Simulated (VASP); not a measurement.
Here is a VASP 6.6.1 calculation.

Contents of POSCAR:

```
NaCl
1.0
    0.0000000000      2.7448938490      2.7448938490
    2.7448938490      0.0000000000      2.7448938490
    2.7448938490      2.7448938490      0.0000000000
Na Cl
1 1
Direct
    0.0000000000      0.0000000000      0.0000000000
    0.5000000000      0.5000000000      0.5000000000
```

Contents of INCAR.step1:

```
PREC     = Accurate       # precision mode
ENCUT    = 520            # plane-wave cutoff, eV
ISMEAR   = 0              # smearing method
SIGMA    = 0.01           # smearing width, eV
LREAL    = False          # projectors in reciprocal space
LASPH    = True           # aspherical terms in the spheres
NELM     = 100            # most SCF steps
NBANDS   = 14             # bands
GGA      = PE             # functional
ALGO     = Normal         # electronic algorithm
EDIFF    = 1E-4           # SCF threshold, eV
LWAVE    = True           # write WAVECAR
LCHARG   = False          # write CHGCAR
```

File INCAR.step2:

```
PREC     = Accurate       # precision mode
ENCUT    = 520            # plane-wave cutoff, eV
EDIFF    = 1E-6           # SCF threshold, eV
ISMEAR   = 0              # smearing method
SIGMA    = 0.01           # smearing width, eV
LREAL    = False          # projectors in reciprocal space
LASPH    = True           # aspherical terms in the spheres
NELM     = 100            # most SCF steps
ALGO     = Normal         # electronic algorithm
ISIF     = 2              # what is computed and relaxed
LWAVE    = False          # write WAVECAR
LCHARG   = False          # write CHGCAR
METAGGA  = R2SCAN         # meta-GGA
LMIXTAU  = True         
NBANDS   = 14             # bands
ISTART   = 1
```

The input KPOINTS:

```
Automatic mesh
0
Gamma
  8 8 8
```

Potentials or basis: VASP PAW PBE potentials, release 64 (Na_pv, Cl).

The run is started by

```bash
$ cat potpaw_PBE.64/Na_pv/POTCAR potpaw_PBE.64/Cl/POTCAR > POTCAR
$ cp INCAR.step1 INCAR
$ mpirun -np 1 vasp_std > vasp.out
$ cp INCAR.step2 INCAR
$ mpirun -np 1 vasp_std > vasp.out
```

**Question.** Predict the band gap on the k mesh.

**Answer.** 6.28 eV.

**Question.** Estimate the pressure.

**Answer.** 1.7 GPa.

Caveat: the PAW data sets were made with another functional, which shifts forces and pressure a little.
